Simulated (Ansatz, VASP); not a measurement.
Two plane-wave programs on ZnS

```
Zn S
1.0
     3.68471   -3.86873    0.00000
     3.68471    3.86873    0.00000
     0.00000    0.00000    4.17422
Zn S
1 1
Direct
  0.50000 0.50000 0.50000
  0.50000 0.50000 0.00000
```

Alike in both runs: functional PBE; k mesh 6 × 6 × 8; occupations gaussian, width 0.02 eV; no spin polarisation.

Ansatz relaxed the structure, and its values are those at the end. VASP's run is a single point on that final structure, the one shown.

|  | VASP | Ansatz |
| --- | --- | --- |
| version | VASP 6.6.1 | Ansatz 0.2.0 |
| potentials or method | VASP PAW PBE potentials, release 64 (Zn, S), cutoff 520 eV | scalar-relativistic, plane waves, PAW |
| valence electrons in the cell | 18 | 18 |

Ansatz gave:

| Quantity | Value |
| --- | --- |
| gap on the k mesh at the Fermi level (eV) | 1.32 |
| least direct gap on the mesh (eV) | 2.34 |
| pressure (GPa) | 0.0 |

Q: Estimate VASP's values.

A: gap on the k mesh at the Fermi level (eV): 1.33; least direct gap on the mesh (eV): 2.35; pressure (GPa): 0.1.

The functional is the same, so the differences come from potentials, cutoffs and numerics.
